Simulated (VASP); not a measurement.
# WC (P1) in VASP: single point with PBE

Aim: the single point of WC with PBE.

Program: VASP 6.6.1. These are calculated values, not measurements. Logs are shortened: lines on timing, memory, paths and dates and some standing lists are left out, and cuts for length are marked.

### Step 1. The cell of the first run

The typed cell holds 16 atoms: a = 5.974 Å, b = 5.173 Å, c = 5.846 Å, α = 90.00°, β = 90.00°, γ = 90.00°.

### Step 2. Single point, PBE

Input file INCAR:

```
ALGO = Normal
EDIFF = 1E-7
ENCUT = 520
GGA = PE
ISIF = 2
ISMEAR = -1
LASPH = T
LCHARG = F
LREAL = Auto
LWAVE = F
NBANDS = 86
NELM = 60
PREC = Accurate
SIGMA = 0.3
```

Input file KPOINTS:

```
k-points
0
Gamma
  2 2 2
```

Input file POSCAR:

```
WC
1.0
   -2.9867990000     -5.1732880000      0.0000000000
    4.4801990000     -2.5866440000      0.0000000000
    0.0000000000      0.0000000000      5.8458020000
W C
8 8
Direct
    0.7029612473      0.4460524969     -0.0119401923
    0.7018246014      0.4381968340      0.4808236748
    0.4469496285     -0.0484021573     -0.0101440316
    0.4389814592     -0.0513706236      0.4981865619
    0.2141830553      0.4436905002     -0.0314926848
    0.2118089651      0.4535804783      0.4800881042
   -0.0389202751     -0.0543384432     -0.0235040462
   -0.0406514930     -0.0539301577      0.4800196791
    0.4635083571      0.6388346360      0.2389064837
    0.4516012650      0.6294011062      0.7326967284
    0.1944561458      0.1117364255      0.2304559751
    0.2126427474      0.1339719832      0.7275477343
   -0.0476294768      0.6033304160      0.2239384776
   -0.0260313359      0.6212558040      0.7391800133
    0.7026606581      0.1244601302      0.2301651681
    0.7091162773      0.0975152639      0.7371443645
```

Potentials or basis: VASP PAW PBE potentials, release 64 (W_sv, C).

Command:

```
> cat potpaw_PBE.64/W_sv/POTCAR potpaw_PBE.64/C/POTCAR > POTCAR
> mpirun -np 1 vasp_std > vasp.out
```

OUTCAR:

```text
EDIFF = 1E-7
   ENCUT = 520
   GGA = PE
   ISIF = 2
   ISMEAR = -1
   LASPH = T
   LREAL = Auto
   NELM = 60
   PREC = Accurate

 ion  position               nearest neighbor table
   1  0.703  0.446  0.988-  15 2.18  13 2.19   9 2.28  10 2.32  16 2.32  14 2.36   2 2.88   5 2.92
                             2 2.97   3 2.98   7 3.01   7 3.01   3 3.03   5 3.06
   2  0.702  0.438  0.481-  15 2.19   9 2.26  13 2.29  16 2.31  10 2.32  14 2.41   1 2.88   6 2.93
                             1 2.97   8 2.97   4 2.98   8 3.04   6 3.05   4 3.07
   3  0.447  0.952  0.990-   9 2.18  11 2.22  10 2.24  15 2.26  12 2.28  16 2.28   4 2.87   5 2.90
                             7 2.90   4 2.97   5 2.98   1 2.98   1 3.03   7 3.07
   4  0.439  0.949  0.498-  12 2.13  10 2.15   9 2.21  16 2.27  11 2.30  15 2.40   8 2.87   3 2.87
                             6 2.90   6 2.95   3 2.97   2 2.98   2 3.07   8 3.11
   5  0.214  0.444  0.969-  12 2.13  14 2.17  10 2.20  11 2.30  13 2.31   9 2.39   6 2.86   3 2.90
                             1 2.92   3 2.98   7 2.99   6 2.99   7 3.01   1 3.06
   6  0.212  0.454  0.480-  12 2.20  10 2.25  14 2.25   9 2.27  13 2.29  11 2.30   5 2.86   4 2.90
                             2 2.93   4 2.95   8 2.96   5 2.99   8 3.03   2 3.05
   7  0.961  0.946  0.976-  14 2.18  16 2.20  11 2.21  13 2.29  12 2.31  15 2.33   8 2.90   3 2.90
                             8 2.94   5 2.99   5 3.01   1 3.01   1 3.01   3 3.07
   8  0.959  0.946  0.480-  11 2.20  16 2.26  14 2.26  12 2.31  15 2.31  13 2.32   4 2.87   7 2.90
                             7 2.94   6 2.96   2 2.97   6 3.03   2 3.04   4 3.11
   9  0.464  0.639  0.239-   3 2.18   4 2.21   2 2.26   6 2.27   1 2.28   5 2.39
  10  0.452  0.629  0.733-   4 2.15   5 2.20   3 2.24   6 2.25   2 2.32   1 2.32
  11  0.194  0.112  0.230-   8 2.20   7 2.21   3 2.22   6 2.30   4 2.30   5 2.30
  12  0.213  0.134  0.728-   4 2.13   5 2.13   6 2.20   3 2.28   7 2.31   8 2.31
  13  0.952  0.603  0.224-   1 2.19   2 2.29   7 2.29   6 2.29   5 2.31   8 2.32
  14  0.974  0.621  0.739-   5 2.17   7 2.18   6 2.25   8 2.26   1 2.36   2 2.41
  15  0.703  0.124  0.230-   1 2.18   2 2.19   3 2.26   8 2.31   7 2.33   4 2.40
  16  0.709  0.098  0.737-   7 2.20   8 2.26   4 2.27   3 2.28   2 2.31   1 2.32

  LATTYP: Found a simple orthorhombic cell.
 ALAT       =     5.1732881480
 B/A-ratio  =     1.1299973697
 C/A-ratio  =     1.1547004841

  Lattice vectors:

 A1 = (   4.4801990000,  -2.5866440000,   0.0000000000)
 A2 = (   0.0000000000,   0.0000000000,   5.8458020000)
 A3 = (  -2.9867990000,  -5.1732880000,   0.0000000000)

Analysis of symmetry for initial positions (statically):
=====================================================================
 Subroutine PRICEL returns:
 Original cell was already a primitive cell.

 Routine SETGRP: Setting up the symmetry group for a
 simple orthorhombic supercell.

 Subroutine GETGRP returns: Found  1 space group operations
 (whereof  1 operations were pure point group operations)
 out of a pool of  8 trial point group operations.

The static configuration has the point symmetry C_1 .

Analysis of symmetry for dynamics (positions and initial velocities):
=====================================================================
 Subroutine PRICEL returns:
 Original cell was already a primitive cell.

 Routine SETGRP: Setting up the symmetry group for a
 simple orthorhombic supercell.

 Subroutine GETGRP returns: Found  1 space group operations
 (whereof  1 operations were pure point group operations)
 out of a pool of  8 trial point group operations.

The dynamic configuration has the point symmetry C_1 .

 Subroutine INISYM returns: Found  1 space group operations
 (whereof  1 operations are pure point group operations),
 and found     1 'primitive' translations

----------------------------------------------------------------------------------------

                                     Primitive cell

  volume of cell :     180.6537

  direct lattice vectors                    reciprocal lattice vectors
    -2.986799000 -5.173288000  0.000000000    -0.083701641 -0.144975501  0.000000000
     4.480199000 -2.586644000  0.000000000     0.167403283 -0.096650323  0.000000000
     0.000000000  0.000000000  5.845802000     0.000000000  0.000000000  0.171062927

  length of vectors
     5.973598329  5.173288148  5.845802000     0.167403288  0.193300657  0.171062927

  position of ions in fractional coordinates (direct lattice)
     0.702961247  0.446052497  0.988059808
     0.701824601  0.438196834  0.480823675
     0.446949629  0.951597843  0.989855968
     0.438981459  0.948629376  0.498186562
     0.214183055  0.443690500  0.968507315
     0.211808965  0.453580478  0.480088104
[... 8 lines left out ...]
     0.702660658  0.124460130  0.230165168
     0.709116277  0.097515264  0.737144364

  ion indices of the primitive-cell ions
   primitive index   ion index
                 1           1
                 2           2
                 3           3
                 4           4
                 5           5
                 6           6
[... 8 lines left out ...]
                15          15
                16          16

----------------------------------------------------------------------------------------

 KPOINTS: k-points

Automatic generation of k-mesh.
 Grid dimensions read from file:
 generate k-points for:    2    2    2

 Generating k-lattice:

  Cartesian coordinates                     Fractional coordinates (reciprocal lattice)
    -0.041850821 -0.072487751  0.000000000     0.500000000 -0.000000000  0.000000000
     0.083701641 -0.048325162  0.000000000     0.000000000  0.500000000  0.000000000
     0.000000000  0.000000000  0.085531463     0.000000000  0.000000000  0.500000000

  Length of vectors
     0.083701644  0.096650329  0.085531463

  Shift w.r.t. Gamma in fractional coordinates (k-lattice)
     0.000000000  0.000000000  0.000000000

 Subroutine IBZKPT returns following result:
 ===========================================

 Found      8 irreducible k-points:

 Following reciprocal coordinates:
            Coordinates               Weight
  0.000000  0.000000  0.000000      1.000000
  0.500000  0.000000  0.000000      1.000000
  0.000000  0.500000  0.000000      1.000000
  0.500000  0.500000  0.000000      1.000000
  0.000000  0.000000  0.500000      1.000000
  0.500000  0.000000  0.500000      1.000000
  0.000000  0.500000  0.500000      1.000000
  0.500000  0.500000  0.500000      1.000000
   k-points           NKPTS =      8   k-points in BZ     NKDIM =      8   number of bands    NBANDS=     86
   number of dos      NEDOS =    301   number of ions     NIONS =     16
   total plane-waves  NPLWV =  92160
   dimension x,y,z NGX =    48 NGY =   40 NGZ =   48
   dimension x,y,z NGXF=    96 NGYF=   80 NGZF=   96
   ions per type =               8   8
   NGX,Y,Z   is equivalent  to a cutoff of  13.36, 12.85, 13.65 a.u.
   NGXF,Y,Z  is equivalent  to a cutoff of  26.72, 25.71, 27.30 a.u.
 SYSTEM =  unknown system
   PREC   = accura    normal or accurate (medium, high low for compatibility)
   ISTART =      0    job   : 0-new  1-cont  2-samecut
   ICHARG =      2    charge: 1-file 2-atom 10-const
   ISPIN  =      1    spin polarized calculation?
   LNONCOLLINEAR =      F non collinear calculations
   LSORBIT =      F    spin-orbit coupling
   LASPH  =      T    aspherical Exc in radial PAW
   ENCUT  =  520.0 eV  38.22 Ry    6.18 a.u.  11.11  9.62 10.87*2*pi/ulx,y,z
   NELM   =     60;   NELMIN=  2; NELMDL= -5     # of ELM steps
   EDIFF  = 0.1E-06   stopping-criterion for ELM
   LREAL  =      T    real-space projection
   EDIFFG = 0.1E-05   stopping-criterion for IOM
   NSW    =      0    number of steps for IOM
   IBRION =     -1    ionic relax: 0-MD 1-quasi-New 2-CG
   NFREE  =      0    steps in history (QN), initial steepest desc. (CG)
   ISIF   =      2    stress and relaxation
   ISYM   =      2    0-nonsym 1-usesym 2-fastsym
   POTIM  = 0.5000    time-step for ionic-motion
   TEBEG  =    0.0;   TEEND  =   0.0 temperature during run
   PSTRESS=    0.0 pullay stress
   NELECT =     144.0000    total number of electrons
   NUPDOWN=      -1.0000    fix difference up-down
   EMIN   =  10.00;   EMAX   =-10.00  energy-range for DOS
   EFERMI =   0.00;   METHOD = LEGACY
   ISMEAR =    -1;   SIGMA  =   0.30  broadening in eV -4-tet -1-fermi 0-gaus
   EFERMI_NEDOS =   21; number of points for ismear=-14 and -15
   IALGO  =     38    algorithm
   IMIX   =      4    mixing-type and parameters
     AMIX     =   0.40;   BMIX     =  1.00
     AMIX_MAG =   1.60;   BMIX_MAG =  1.00
  volume/ion in A,a.u.               =      11.29        76.19
  Fermi-wavevector in a.u.,A,eV,Ry     =   1.517912  2.868439 31.348616  2.304058
  Thomas-Fermi vector in A             =   2.627104
   LORBIT       =      0    0 simple, 1 ext, 2 COOP (PROOUT), +10 PAW based schemes
   GGA     = PE    functional components
   LHFCALC =     F    Hartree Fock is set to
   AEXX    =    0.0000 exact exchange contribution
   IVDW    =     0    specifies the selected vdW correction
   LEPSILON=     F    determine dielectric tensor
   LRPA    =     F    only Hartree local field effects (RPA)
 non-spin polarized calculation
  energy-cutoff  :      520.00
  volume of cell :      180.65
 maximum number of plane-waves:      4904
 NGX is ok and might be reduce to    48
   NGX = 23   NGY = 19   NGZ = 21

 number of electron     144.0000002 magnetization

 Free energy of the ion-electron system (eV)
  ---------------------------------------------------
  ext. energy  EPLUGINS =         0.00000000
  ---------------------------------------------------
  free energy    TOTEN  =      -177.63017038 eV

  energy without entropy =     -176.26340329  energy(sigma->0) =     -176.94678683

 E-fermi :  10.3125     XC(G=0): -13.3257

 val. band max:       10.2930420226   @ k =   0.0000   0.0000   0.5000
 cond. band min:      10.4698517908   @ k =   0.0000   0.0000   0.5000
 fundamental gap:      0.1768097682
 Fermi energy:        10.3124917129

 k-point     1 :       0.0000    0.0000    0.0000
  band No.  band energies     occupation
      1     -64.2523      2.00000
      2     -64.2282      2.00000
      3     -64.1989      2.00000
      4     -64.1853      2.00000
      5     -64.1638      2.00000
      6     -64.1568      2.00000
[... 76 lines left out ...]
     83      13.7944      0.00002
     84      13.9333      0.00001

 k-point     2 :       0.5000    0.0000    0.0000
  band No.  band energies     occupation
      1     -64.2469      2.00000
      2     -64.2319      2.00000
      3     -64.1947      2.00000
      4     -64.1871      2.00000
      5     -64.1653      2.00000
      6     -64.1576      2.00000
[... 511 lines left out ...]
     83      13.2760      0.00010
     84      13.4162      0.00006

 k-point     8 :       0.5000    0.5000    0.5000
  band No.  band energies     occupation
      1     -64.2372      2.00000
      2     -64.2317      2.00000
      3     -64.1951      2.00000
      4     -64.1812      2.00000
      5     -64.1643      2.00000
      6     -64.1568      2.00000
[... 76 lines left out ...]
     83      13.6193      0.00003
     84      13.6837      0.00003
 [bands above 84 left out]

------------------------ aborting loop because EDIFF is reached ----------------------------------------

  FORCE on cell =-STRESS in cart. coord.  units (eV):
  Direction    XX          YY          ZZ          XY          YZ          ZX
  --------------------------------------------------------------------------------------
  -------------------------------------------------------------------------------------
  Total      -17.4611456    -19.5273955    -27.1796881     -0.8040081     -0.1864045      0.1304371
  in kB     -154.8590282   -173.1841401   -241.0506257     -7.1305699     -1.6531798      1.1568181
  external PRESSURE =    -189.6979314 kB  Pullay stress =       0.0000000 kB

 VOLUME and BASIS-vectors are now :
 -----------------------------------------------------------------------------
  energy-cutoff  :      520.00
  volume of cell :      180.65
      direct lattice vectors                 reciprocal lattice vectors
    -2.986799000 -5.173288000  0.000000000    -0.083701641 -0.144975501  0.000000000
     4.480199000 -2.586644000  0.000000000     0.167403283 -0.096650323  0.000000000
     0.000000000  0.000000000  5.845802000     0.000000000  0.000000000  0.171062927

 POSITION                                       TOTAL-FORCE (eV/Angst)
 -----------------------------------------------------------------------------------
     -0.10120     -4.79040      5.77600         0.098088     -0.738390     -1.016076
     -0.13300     -4.76420      2.81080         0.715513     -1.305939      0.667732
      2.92840     -4.77364      5.78650        -0.639010     -1.130420     -0.303105
      2.93890     -4.72474      2.91230        -0.770495     -2.294684     -2.077646
      1.34810     -2.25570      5.66170         1.427591      0.265184      2.384499
      1.39950     -2.26900      2.80650         0.403552      0.835627     -0.626542
[... 8 lines left out ...]
     -1.54110     -3.95700      1.34550        -0.722937      0.463969      0.313411
     -1.68110     -3.92070      4.30920         1.100710     -0.389825     -0.291326
 -----------------------------------------------------------------------------------
    total drift:                                0.008414     -0.015538     -0.009698

  FREE ENERGIE OF THE ION-ELECTRON SYSTEM (eV)
  ---------------------------------------------------
  free  energy   TOTEN  =      -177.6301703754 eV

  energy  without entropy=     -176.2634032859  energy(sigma->0) =     -176.94678683
```

Wall time 5.5 min (1 thread of Intel Xeon Platinum 8488C (Sapphire Rapids), shared host); peak memory 0.32 GiB.

What came out:

```
Free energy            : -177.6302 eV
Pressure               : -19.0 GPa
Largest force          : 3.190 eV/Å
Band gap on the k mesh : zero (bands 72 and 73 overlap by 0.43 eV)
```

Forces on the atoms (eV/Å):
```
W    0.098 -0.738 -1.016
W    0.716 -1.306  0.668
W   -0.639 -1.130 -0.303
W   -0.770 -2.295 -2.078
W    1.428  0.265  2.384
W    0.404  0.836 -0.627
W    0.620  0.741  0.838
W    0.531  0.782 -0.013
C   -1.161  1.405 -0.244
C   -1.245  0.072  0.197
C   -0.029 -0.725  0.094
C   -0.710  1.326  0.376
C    0.311 -0.613  0.543
C    0.071  1.307 -0.843
C   -0.723  0.464  0.313
C    1.101 -0.390 -0.291
```

Caveat: the k points lie up to 0.61 Å⁻¹ apart; the atoms stand as in a frame of molecular dynamics; so wide a smearing shifts energies and pressures; spin-orbit coupling is left out, which moves the levels of the heavy elements; forces of over 1 eV/Å act on the atoms, so gaps and moduli don't describe the material at rest.

The gap in the log of VASP goes by the Fermi energy; the results here count the filled bands.